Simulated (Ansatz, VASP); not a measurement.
**NaF in VASP and in Ansatz**

File POSCAR:

```
NaF
1.0
    0.0000000000      2.2856822476      2.2856822476
    2.2856822476      0.0000000000      2.2856822476
    2.2856822476      2.2856822476      0.0000000000
Na F
1 1
Direct
    0.0000000000      0.0000000000      0.0000000000
    0.5000000000      0.5000000000      0.5000000000
```

Contents of INCAR.step1:

```
SYSTEM = NaF
  PREC = Accurate
  ENCUT = 520
  ISMEAR = 0
  SIGMA = 0.01
  LREAL = .False.
  LASPH = .True.
  NELM = 80
  NBANDS = 14
  GGA = PE
  ALGO = Normal
  EDIFF = 1E-4
  LWAVE = .True.
  LCHARG = .False.
```

INCAR.step2

```
SYSTEM = NaF
  PREC = Accurate
  ENCUT = 520
  EDIFF = 1E-7
  ISMEAR = 0
  SIGMA = 0.01
  LREAL = .False.
  LASPH = .True.
  NELM = 80
  ALGO = Normal
  ISIF = 2
  LWAVE = .False.
  LCHARG = .True.
  METAGGA = R2SCAN
  LMIXTAU = .True.
  LELF = .True.
  LVHAR = .True.
  NBANDS = 14
  ISTART = 1
```

File KPOINTS:

```
Automatic mesh
0
Gamma
  10 10 10
  0 0 0
```

Input for Ansatz:

```yaml
crystal:
  lattice:
    - [0.0, 2.2856822476, 2.2856822476]
    - [2.2856822476, 0.0, 2.2856822476]
    - [2.2856822476, 2.2856822476, 0.0]
  atoms:
    - { symbol: Na, position: [0.0, 0.0, 0.0] }
    - { symbol: F, position: [0.5, 0.5, 0.5] }
kpoints:
  mp_grid: { grid: [10, 10, 10] }
  band_path:
    path:
      - [0.0, 0.0, 0.0]
      - [0.5, 0.0, 0.5]
      - [0.625, 0.25, 0.625]
      - [0.375, 0.375, 0.75]
      - [0.5, 0.5, 0.5]
      - [0.5, 0.25, 0.75]
    npoints: 1
hamiltonian:
  xc: r2scan
scf:
  occupations: { method: fixed }
  n_extra_bands: 4
output:
  forces: true
  stress: true
  eigenvalues: true
```

Change from the starting cell: hydrostatic strain -0.5%.

Alike in both runs: task single point; functional r2SCAN; k mesh 10 × 10 × 10; no spin polarisation.

|  | VASP | Ansatz |
| --- | --- | --- |
| version | VASP 6.6.1 | Ansatz 0.2.0 |
| potentials or method | VASP PAW PBE potentials, release 64 (Na_pv, F) | plane waves, PAW |
| plane-wave cutoff (eV) | 520 | 500 |
| occupations | gaussian, width 0.01 eV | fixed |
| valence electrons in the cell | 14 | 16 |

```csv
,VASP,Ansatz,Ansatz less VASP
gap on the k mesh at the Fermi level (eV),7.41,7.37,-0.040
pressure (GPa),0.0,0.9,+0.88
```

VASP's potentials were made for PBE, not for r2SCAN. VASP's potentials hold 14 valence electrons a cell and Ansatz's 16, so a difference there can come from the potentials and not from the codes.
